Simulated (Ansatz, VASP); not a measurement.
## One calculation of C, two programs

```
C
1.0
     0.00000    1.69113    1.69113
     1.69113    0.00000    1.69113
     1.69113    1.69113    0.00000
C
2
Direct
  0.50000 0.50000 0.50000
  0.75000 0.75000 0.75000
```

Change from the starting cell: strain -0.050 along x and y, -0.050 along z, atoms carried along.

Alike in both runs: task single point; functional r2SCAN; k mesh 12 × 12 × 12; occupations gaussian, width 0.05 eV; no spin polarisation.

```csv
,VASP,Ansatz
version,VASP 6.6.1,Ansatz 0.2.0
potentials or method,"VASP PAW PBE potentials, release 64 (C), cutoff 520 eV","scalar-relativistic, plane waves, PAW"
valence electrons in the cell,8,8
```

Ansatz gave:

| Property | Result |
| --- | --- |
| gap on the k mesh at the Fermi level (eV) | 4.77 |
| least direct gap on the mesh (eV) | 6.33 |
| pressure (GPa) | 91.5 |

Estimate VASP's values.

gap on the k mesh at the Fermi level (eV): 4.73; least direct gap on the mesh (eV): 6.28; pressure (GPa): 93.4.

VASP's potentials were made for PBE, not for r2SCAN. Both programs put the cell under a high pressure, so it lies far from rest at this level.

Noted on VASP's run: the cell as given lies far from equilibrium.
